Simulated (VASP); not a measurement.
A run of VASP 6.6.1:

Contents of INCAR:

```
SYSTEM = H3C2N
PREC     = Accurate       ! precision mode
ENCUT    = 520            ! plane-wave cutoff, eV
EDIFF    = 1E-7           ! SCF threshold, eV
ISMEAR   = -1             ! smearing method
SIGMA    = 0.02           ! smearing width, eV
LREAL    = Auto         
LASPH    = .TRUE.         ! aspherical terms in the spheres
NELM     = 80             ! most SCF steps
ALGO     = Normal         ! electronic algorithm
ISIF     = 2              ! what is computed and relaxed
LWAVE    = .FALSE.        ! write WAVECAR
LCHARG   = .FALSE.        ! write CHGCAR
GGA      = PE             ! functional
IVDW     = 12             ! dispersion correction
NBANDS   = 72             ! bands
```

KPOINTS

```
regular mesh
0
G
  1 1 1
  0 0 0
```

File POSCAR:

```
H3C2N
1.0
    8.0517480000      0.0000000000      0.0000000000
    0.0000000000      8.0517480000      0.0000000000
    0.0000000000      0.0000000000      8.0517480000
C N H
12 6 18
Direct
    0.6558700049      0.2366442666      0.3408825015
    0.5179372231      0.1430993618      0.4212377238
    0.1685099931      0.4354085597      0.4437297342
    0.0557767084      0.5562270454      0.5260224240
    0.2207470974      0.9732296639      0.8638248490
    0.3462726355      1.0414384554      0.9606112859
    0.7092124592      0.7742169775      0.9520665575
    0.6338375220      0.7108642744      1.1008541251
    0.6172696910      0.3758438540      0.7822028211
    0.7496508833      0.2635452575      0.8094888216
    1.0257275811      0.8955819283      0.2922967783
    1.0389048440      0.7474526028      0.1821840425
    0.4160959831      0.0622349333      0.4860435274
   -0.0402272898      0.6379111716      0.5940325008
    0.4550937262      1.0952652766      1.0376504580
    0.5818612306      0.6615706304      1.2246409103
    0.8482009124      0.1681622425      0.8432578864
    1.0607013533      0.6206105805      0.1166082197
    0.7549913385      0.1550594976      0.2762505732
    0.6025399702      0.3147887887      0.2447294674
    0.7211974344      0.3252088863      0.4219332249
    0.2836278532      0.5079269744      0.4253734717
    0.1713540960      0.3173720787      0.5120999813
    0.1159623972      0.4101221250      0.3205763519
    0.1642997272      0.8693391795      0.9230790631
    0.1163225675      1.0724006762      0.8527837682
    0.2595088669      0.9377094266      0.7322260955
    0.8009689325      0.6969666711      0.9006491510
    0.6126992549      0.7940387603      0.8526347322
    0.7545814896      0.8992208897      0.9562395644
    0.5544510335      0.3998510634      0.8978050480
    0.6554601560      0.4991462723      0.7371691215
    0.5202472805      0.3169249708      0.6917876714
    0.9215390248      0.8612912376      0.3718695617
    1.1352193337      0.9154782291      0.3609650973
    0.9941816361      1.0114822272      0.2208712940
```

Potentials or basis: VASP PAW PBE potentials, release 64 (C, N, H).

Command:

```sh
$ cat potpaw_PBE.64/C/POTCAR potpaw_PBE.64/N/POTCAR potpaw_PBE.64/H/POTCAR > POTCAR
$ mpirun -np 1 vasp_gam > vasp.out
```

Hardware: 1 thread of Intel(R) Xeon(R) Platinum 8375C CPU @ 2.90GHz (Ice Lake), with other jobs on the host.

Question: Estimate the wall time of this run.

Answer: Run time: 100 s on 1 thread of Intel(R) Xeon(R) Platinum 8375C CPU @ 2.90GHz (Ice Lake), with other jobs on the host, peak memory 0.47 GiB. Counts: scf iterations 19, k points 1.
